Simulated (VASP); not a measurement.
# ZnCu in VASP: further runs, part 2 of 2

VASP 6.6.1. The steps go on from the part before.

### Step 4. Single point, PBE (atom 1 (Zn) moved by [0.084853, 0.084853, 0.0] A)

File INCAR:

```
ALGO = Normal
EDIFF = 1E-7
ENCUT = 520
GGA = PE
ISIF = 2
ISMEAR = -1
LASPH = T
LCHARG = F
LREAL = F
LWAVE = F
NBANDS = 18
NELM = 80
PREC = Accurate
SIGMA = 0.08
```

File KPOINTS:

```
k-points
0
Gamma
  14 14 14
```

File POSCAR:

```
ZnCu
1.0
    2.9450000000      0.0000000000      0.0000000000
    0.0000000000      2.9450000000      0.0000000000
    0.0000000000      0.0000000000      2.9450000000
Zn Cu
1 1
Direct
    0.5288125637      0.5288125637      0.5000000000
    0.0000000000      0.0000000000      0.0000000000
```

Potentials or basis: VASP PAW PBE potentials, release 64 (Zn, Cu).

On the command line:

```sh
> cat potpaw_PBE.64/Zn/POTCAR potpaw_PBE.64/Cu/POTCAR > POTCAR
> mpirun -np 1 vasp_std > vasp.out
```

OUTCAR:

```text
EDIFF = 1E-7
   ENCUT = 520
   GGA = PE
   ISIF = 2
   ISMEAR = -1
   LASPH = T
   LREAL = F
   NELM = 80
   PREC = Accurate

 ion  position               nearest neighbor table
   1  0.529  0.529  0.500-   2 2.45   2 2.45   2 2.55   2 2.55   2 2.55   2 2.55   2 2.65   2 2.65

   2  0.000  0.000  0.000-   1 2.45   1 2.45   1 2.55   1 2.55   1 2.55   1 2.55   1 2.65   1 2.65

  LATTYP: Found a simple cubic cell.
 ALAT       =     2.9450000000

  Lattice vectors:

 A1 = (   2.9450000000,   0.0000000000,   0.0000000000)
 A2 = (   0.0000000000,   2.9450000000,   0.0000000000)
 A3 = (   0.0000000000,   0.0000000000,   2.9450000000)

Analysis of symmetry for initial positions (statically):
=====================================================================
 Subroutine PRICEL returns:
 Original cell was already a primitive cell.

 Routine SETGRP: Setting up the symmetry group for a
 simple cubic supercell.

 Subroutine GETGRP returns: Found  4 space group operations
 (whereof  4 operations were pure point group operations)
[... 153 lines left out ...]

 number of electron      23.0000008 magnetization

 Free energy of the ion-electron system (eV)
  ---------------------------------------------------
  ext. energy  EPLUGINS =         0.00000000
  ---------------------------------------------------
  free energy    TOTEN  =        -4.97949633 eV

  energy without entropy =       -4.97063992  energy(sigma->0) =       -4.97506813

 E-fermi :   5.5605     XC(G=0): -12.3979

 val. band max:        5.4629254121   @ k =   0.5000   0.5000   0.2143
 cond. band min:       5.5657967448   @ k =   0.3571   0.2143   0.4286
 fundamental gap:      0.1028713328
 Fermi energy:         5.5605303202

 k-point     1 :       0.0000    0.0000    0.0000
  band No.  band energies     occupation
      1      -4.7975      2.00000
      2      -2.3189      2.00000
      3      -2.3126      2.00000
      4      -1.6305      2.00000
      5      -1.6163      2.00000
      6      -1.6128      2.00000
[... 481 lines left out ...]
      5      -1.6832      2.00000
      6      -1.5997      2.00000
[... 10 lines left out ...]
     17      22.4370      0.00000
     18      23.1903      0.00000

 [... further k-points ...]
[... 5 lines left out ...]
  --------------------------------------------------------------------------------------
  -------------------------------------------------------------------------------------
  Total        0.5567297      0.5567297      0.6272930      0.1309399      0.0000000      0.0000000
  in kB       34.9219995     34.9219995     39.3482255      8.2134676      0.0000000      0.0000000
  external PRESSURE =      36.3974082 kB  Pullay stress =       0.0000000 kB

 VOLUME and BASIS-vectors are now :
 -----------------------------------------------------------------------------
  energy-cutoff  :      520.00
  volume of cell :       25.54
      direct lattice vectors                 reciprocal lattice vectors
     2.945000000  0.000000000  0.000000000     0.339558574  0.000000000  0.000000000
     0.000000000  2.945000000  0.000000000     0.000000000  0.339558574  0.000000000
     0.000000000  0.000000000  2.945000000     0.000000000  0.000000000  0.339558574

 POSITION                                       TOTAL-FORCE (eV/Angst)
 -----------------------------------------------------------------------------------
      1.55735      1.55735      1.47250        -0.427785     -0.427785      0.000000
      0.00000      0.00000      0.00000         0.427785      0.427785      0.000000
 -----------------------------------------------------------------------------------
    total drift:                               -0.000059     -0.000059      0.000025

  FREE ENERGIE OF THE ION-ELECTRON SYSTEM (eV)
  ---------------------------------------------------
  free  energy   TOTEN  =        -4.9794963334 eV

  energy  without entropy=       -4.9706399210  energy(sigma->0) =       -4.97506813
```

OSZICAR:

```text
N       E                     dE             d eps       ncg     rms          rms(c)
DAV:   1     0.116403998331E+03    0.11640E+03   -0.11355E+04 17608   0.212E+03
DAV:   2    -0.120435485491E+01   -0.11761E+03   -0.11276E+03 16458   0.302E+02
DAV:   3    -0.602091711946E+01   -0.48166E+01   -0.47754E+01 18590   0.760E+01
DAV:   4    -0.605992969072E+01   -0.39013E-01   -0.38999E-01 18808   0.632E+00
DAV:   5    -0.606046850864E+01   -0.53882E-03   -0.53880E-03 18416   0.764E-01    0.954E+00
DAV:   6    -0.591162860786E+01    0.14884E+00   -0.14351E+01 17514   0.911E+01    0.601E+00
DAV:   7    -0.498999682475E+01    0.92163E+00   -0.31547E+00 17626   0.874E+01    0.227E+00
DAV:   8    -0.498812005357E+01    0.18768E-02   -0.13194E-01 22144   0.469E+00    0.123E+00
DAV:   9    -0.497953953798E+01    0.85805E-02   -0.10951E-02 18832   0.232E+00    0.714E-02
DAV:  10    -0.497951542105E+01    0.24117E-04   -0.88241E-04 25036   0.657E-01    0.543E-02
DAV:  11    -0.497949760659E+01    0.17814E-04   -0.13032E-04 19380   0.326E-01    0.869E-03
DAV:  12    -0.497949675023E+01    0.85637E-06   -0.80811E-06 22418   0.482E-02    0.223E-03
DAV:  13    -0.497949639611E+01    0.35412E-06   -0.29182E-07 16594   0.641E-03    0.199E-03
DAV:  14    -0.497949633339E+01    0.62715E-07   -0.20934E-07 11390   0.112E-02
   1 F= -.49794963E+01 E0= -.49750681E+01  d E =-.885641E-02
```

stdout:

```text
POSCAR found type information on POSCAR ZnCu
 POSCAR found :  2 types and       2 ions
 scaLAPACK will be used
 LDA part: xc-table for (Slater+PW92), standard interpolation
 POSCAR, INCAR and KPOINTS ok, starting setup
 FFT: planning ... GRIDC
 FFT: planning ... GRID_SOFT
 FFT: planning ... GRID
 WAVECAR not read
 entering main loop
```

It took 54 s on 1 thread of Intel Xeon 6975P-C (Granite Rapids), shared host; peak memory 0.32 GiB.

What came out:

```
Free energy   : -4.9795 eV
Pressure      : 3.6 GPa
Largest force : 0.605 eV/Å
```

Forces in eV/Å, atoms in the order of the input:
```
Zn  -0.428 -0.428  0.000
Cu   0.428  0.428  0.000
```

Levels at points of the mesh, in eV from the Fermi level:
```tsv
k point	band 10	band 11	band 12	band 13	band 14	band 15
(0.00, 0.00, 0.00)	-2.77	-2.76	6.21	6.25	6.26	11.20
(0.50, 0.00, 0.00)	-3.30	-2.83	-2.03	11.52	11.59	12.38
(0.00, 0.00, 0.50)	-3.29	-2.83	-2.04	11.62	11.63	12.25
(0.50, 0.50, 0.00)	-2.53	-1.91	-1.88	1.73	2.08	13.93
(0.00, 0.50, 0.50)	-2.53	-1.90	-1.89	1.74	2.08	13.94
(0.50, 0.50, 0.50)	-2.51	3.76	3.96	4.03	4.32	4.50
```

Caveat: the cell differs from its parent crystal (atom 1 (Zn) moved by [0.084853, 0.084853, 0.0] A).

### Step 5. Summary

| cell | gap on the mesh (eV) | pressure (GPa) |
| --- | --- | --- |
| a = 2.923, b = 2.923, c = 2.989 Å, 2 atoms | none | 2.8 |
| a = 2.945 Å, angles 90.0, 90.0, 91.1°, 2 atoms | none | 2.9 |
| a = 2.945 Å, 2 atoms | none | 3.6 |

Alike in all rows: task single point; level PBE; potentials or basis VASP PAW PBE potentials, release 64 (Zn, Cu); no spin polarisation; k mesh 14 × 14 × 14; cutoff (eV) 520; smearing fermi-dirac 0.08 eV.

Total energies depend on the potentials used, so only differences within one code and one set of settings carry meaning.
